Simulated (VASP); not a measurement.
Set up this calculation in VASP 6.6.1, as the native input.

```yaml
Task: electric field gradients
Functional: LDA
Potentials_or_basis: VASP PAW LDA potentials, release 64 (Sc_sv, F)
Cutoff: 520 eV
k_mesh: 6 × 6 × 6
Occupations: fermi-dirac, width 0.02 eV
Spin: no spin polarisation
Dipole_correction: no
Further_INCAR_settings: ALGO = Normal; EDIFF = 1e-08; NBANDS = 24
```

The structure of ScF3 lies in POSCAR:

```
ScF3
1.0
    4.0124500000      0.0000000000      0.0000000000
    0.0000000000      4.0124500000      0.0000000000
    0.0000000000      0.0000000000      4.0124500000
Sc F
1 3
Direct
    0.0000000000      0.0000000000      0.0000000000
    0.5000000000      0.0000000000      0.0000000000
    0.0000000000      0.5000000000      0.0000000000
    0.0000000000      0.0000000000      0.5000000000
```

One way to write it, as run:

INCAR

```
ALGO = Normal ; EDIFF = 1E-8
ENCUT = 520 ; ISIF = 2
ISMEAR = -1 ; LASPH = T
LCHARG = F ; LEFG = T
LREAL = F ; LWAVE = F
NBANDS = 24 ; NELM = 60
PREC = Accurate ; SIGMA = 0.02
```

KPOINTS

```
k-points
0
Gamma
  6 6 6
```

Potentials or basis: VASP PAW LDA potentials, release 64 (Sc_sv, F).

Run with:

```bash
$ cat potpaw_LDA.64/Sc_sv/POTCAR potpaw_LDA.64/F/POTCAR > POTCAR
$ mpirun -np 1 vasp_std > vasp.out
```

It gave:

The pressure is -2.3 GPa. The band gap on the k mesh is 6.18 eV, indirect (least direct gap 6.72 eV).

Caveat: without QUAD_EFG the Cq values of the log hold for a quadrupole moment of 1 mb, not for the nuclei.

It took 22 s on 1 thread of AMD EPYC 9R45 (Zen 5), with other jobs on the host, peak memory 0.12 GiB.
